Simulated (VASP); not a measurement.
The system is Nb.

```
CELL_PARAMETERS angstrom
-1.46151 1.46151 2.22347
1.46151 -1.46151 2.22347
1.46151 1.46151 -2.22347
ATOMIC_POSITIONS crystal
Nb 0.00000 0.00000 0.00000
```

```yaml
Program: VASP 6.6.1
Task: relaxation of cell and atoms
Functional: PBEsol
Potentials_or_basis: VASP PAW PBE potentials, release 64 (Nb_sv)
Cutoff: 500 eV
k_mesh: 8 × 8 × 8
Occupations: gaussian, width 0.1 eV
Spin: no spin polarisation
```

At the start: pressure -8.8 GPa; volume 19.00 Å³/atom.

Task: How do energy, volume and symmetry change on relaxing?

Result: Over 10 steps the energy falls by 186.9 meV/atom and the volume is 17.81 Å³/atom (-6.3 %); space group I4/mmm (No. 139, to 0.05 Å).

Step by step:
```csv
step,energy change (eV),largest force (eV/Å),pressure (GPa),volume (Å³)
1,0.0000,0.0000,-8.80,19.00
2,-0.0540,0.0000,20.17,16.24
3,-0.0901,0.0000,7.39,17.17
4,-0.1466,0.0000,12.26,16.77
5,-0.1466,0.0000,12.24,16.77
6,-0.1866,0.0000,-0.32,17.82
7,-0.1867,0.0000,0.31,17.76
8,-0.1867,0.0000,0.10,17.78
9,-0.1868,0.0000,-0.05,17.79
10,-0.1869,0.0000,-0.20,17.81
```

Final structure:
```cif
data_structure
_symmetry_space_group_name_H-M 'P 1'
_symmetry_Int_Tables_number 1
_cell_length_a 3.0742
_cell_length_b 3.0742
_cell_length_c 3.0742
_cell_angle_alpha 127.333
_cell_angle_beta 127.333
_cell_angle_gamma 77.709
_cell_volume 17.81
loop_
_atom_site_label
_atom_site_type_symbol
_atom_site_fract_x
_atom_site_fract_y
_atom_site_fract_z
_atom_site_occupancy
Nb1 Nb 0.00000 0.00000 0.00000 1
```

Caveat: the k points lie up to 0.41 Å⁻¹ apart in the final cell; the PAW data sets were made with another functional, which shifts forces and pressure a little.
